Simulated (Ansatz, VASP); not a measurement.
**Two plane-wave programs on In**

```
In
1.0
     3.89950    0.00000    0.00000
     0.00000    3.89950    0.00000
     0.00000    0.00000    3.69294
In
2
Direct
  0.50000 0.00000 0.28053
  0.00000 0.50000 0.71947
```

Alike in both runs: functional PBE; k mesh 4 × 4 × 6; occupations gaussian, width 0.1 eV; no spin polarisation.

Ansatz relaxed the structure, and its values are those at the end. VASP's run is a single point on that final structure, the one shown.

|  | VASP | Ansatz |
| --- | --- | --- |
| version | VASP 6.6.1 | Ansatz 0.2.0 |
| potentials or method | VASP PAW PBE potentials, release 64 (In_d), cutoff 520 eV | scalar-relativistic, plane waves, PAW |
| valence electrons in the cell | 26 | 26 |

|  | VASP | Ansatz | Ansatz less VASP |
| --- | --- | --- | --- |
| gap on the k mesh at the Fermi level (eV) | none | none | - |
| pressure (GPa) | -0.1 | -0.1 | +0.05 |
| rms of the force components (eV/Å) | 0.020 | 0.021 | +0.0008 |

A gap of «none» marks a metal or a gap that the smearing closes.

The k mesh is coarse, so the values compare programs but aren't converged.
